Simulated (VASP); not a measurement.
## TiO2: single point with PBE

The system is TiO2.

```
CELL_PARAMETERS angstrom
-2.94750 3.24276 3.24277
2.94750 -3.24276 3.24277
2.94750 3.24276 -3.24277
ATOMIC_POSITIONS crystal
Ti 0.50002 0.75002 0.75000
Ti 0.49998 0.24998 0.25000
Ti 0.00000 0.00000 0.50000
Ti 0.00000 0.50000 0.00000
O 0.30400 0.30401 0.50001
O 0.19599 0.24999 0.94600
O 0.30400 0.80399 0.99999
O 0.80399 0.24999 0.55400
O 0.19601 0.75001 0.44600
O 0.80401 0.75001 0.05400
O 0.69600 0.19601 0.00001
O 0.69600 0.69599 0.49999
```

```yaml
Program: VASP 6.6.1
Task: single point
Functional: PBE
Potentials_or_basis: VASP PAW PBE potentials, release 64 (Ti_sv, O)
Cutoff: 520 eV
k_mesh: 6 × 6 × 6
Occupations: gaussian, width 0.02 eV
Spin: no spin polarisation
```

- Pressure: 7.4 GPa
- Largest force: 0.026 eV/Å
- Band gap on the k mesh: 1.85 eV

Forces on the atoms (eV/Å):
```
Ti   0.000  0.000  0.000
Ti   0.000  0.000  0.000
Ti   0.000  0.000  0.000
Ti   0.000  0.000  0.000
O    0.000  0.000 -0.026
O    0.000  0.026  0.000
O    0.000  0.000 -0.026
O    0.000 -0.026  0.000
O    0.000  0.026  0.000
O    0.000 -0.026  0.000
O    0.000  0.000  0.026
O    0.000  0.000  0.026
```

Stress tensor (GPa, compression positive):
```
7.64 0.00 0.00
0.00 7.33 0.00
0.00 0.00 7.33
```

Levels at points of the mesh, in eV from the valence-band top:
| k point | band 46 | band 47 | band 48 | band 49 | band 50 | band 51 |
| --- | --- | --- | --- | --- | --- | --- |
| (0.00, 0.00, 0.00) | -0.46 | -0.46 | 0.00 | 1.85 | 2.14 | 2.40 |
| (0.50, 0.00, 0.00) | -1.06 | -0.75 | -0.75 | 1.91 | 1.91 | 2.53 |
| (0.00, 0.50, 0.00) | -1.24 | -0.66 | -0.66 | 2.26 | 2.26 | 2.64 |
| (0.50, 0.50, 0.00) | -1.24 | -0.66 | -0.66 | 2.26 | 2.26 | 2.64 |
| (0.50, 0.50, 0.50) | -1.32 | -1.09 | -1.09 | 1.89 | 1.89 | 2.52 |

It took 16 min on 1 thread of Oxide Virtual Turin-like Processor (shared host), peak memory 0.37 GiB.

Caveat: the cell stands under pressure. A k mesh can miss the band edges.
